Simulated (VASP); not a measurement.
A run of VASP 6.6.1 is set up as follows.

Contents of INCAR:

```
SYSTEM = P
ALGO = Normal ; EDIFF = 1E-6
ENCUT = 520 ; GGA = RP
ISIF = 2 ; ISMEAR = -1
LASPH = .True. ; LCHARG = .False.
LREAL = .False. ; LWAVE = .False.
NBANDS = 18 ; NELM = 80
PREC = Accurate ; SIGMA = 0.1
```

KPOINTS

```
k-points
0
Gamma
  15 15 4
  0 0 0
```

File POSCAR:

```
P
1.0
    2.6040147682      0.0000000000      0.0000000000
   -1.3020073841      2.2551429411      0.0000000000
    0.0000000000      0.0000000000      9.7829614432
P
4
Direct
    1.0000000000      1.0000000000      0.0000000000
    1.0000000000      1.0000000000      0.5000000000
    0.3333333333      0.6666666667      0.2500000000
    0.6666666667      0.3333333333      0.7500000000
```

Potentials or basis: VASP PAW PBE potentials, release 64 (P).

Launch:

```sh
$ cat potpaw_PBE.64/P/POTCAR > POTCAR
$ mpirun -np 1 vasp_std > vasp.out
```

Problem. What does it give for the pressure?

Solution. 3.0 GPa.

Problem. Predict the band gap on the k mesh.

Solution. Zero (bands 10 and 11 overlap by 11.10 eV).

Stress tensor (GPa, compression positive):
```
3.27 0.00 0.00
0.00 3.27 0.00
0.00 0.00 2.39
```

Caveat: the PAW data sets were made with another functional, which shifts forces and pressure a little.
